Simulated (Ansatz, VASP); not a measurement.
## Two plane-wave programs on Au

```
Au
1.0
    -1.65727    1.65727    1.65727
     1.65727   -1.65727    1.65727
     1.65727    1.65727   -1.65727
Au
1
Cartesian
  0.0000 0.0000 0.0000
```

Alike in both runs: task relaxation of cell and atoms; functional PBEsol; k mesh 11 × 11 × 11; occupations fermi-dirac, width 0.05 eV; no spin polarisation.

```csv
,VASP,Ansatz
version,VASP 6.6.1,Ansatz 0.2.0
potentials or method,"VASP PAW PBE potentials, release 64 (Au)",Ansatz PAW
plane-wave cutoff (eV),600,420
valence electrons in the cell,11,19
```

```csv
,VASP,Ansatz,Ansatz less VASP
"gap on the k mesh at the Fermi level, each at its own relaxed structure (eV)",none,none,-
relaxed volume (Å³/atom),17.07,17.08,+0.011
relaxed cell length with the largest relative difference (Å),2.810,2.810,+0.0006
```

VASP's potentials were made for PBE, not for PBEsol. A gap of «none» marks a metal or a gap that the smearing closes. VASP's potentials hold 11 valence electrons a cell and Ansatz's 19, so a difference there can come from the potentials and not from the codes.

Neither program's run includes spin-orbit coupling. Noted on Ansatz's run: the plane-wave basis is chosen anew once the cell has moved, so the energies of steps on either side of that aren't comparable.
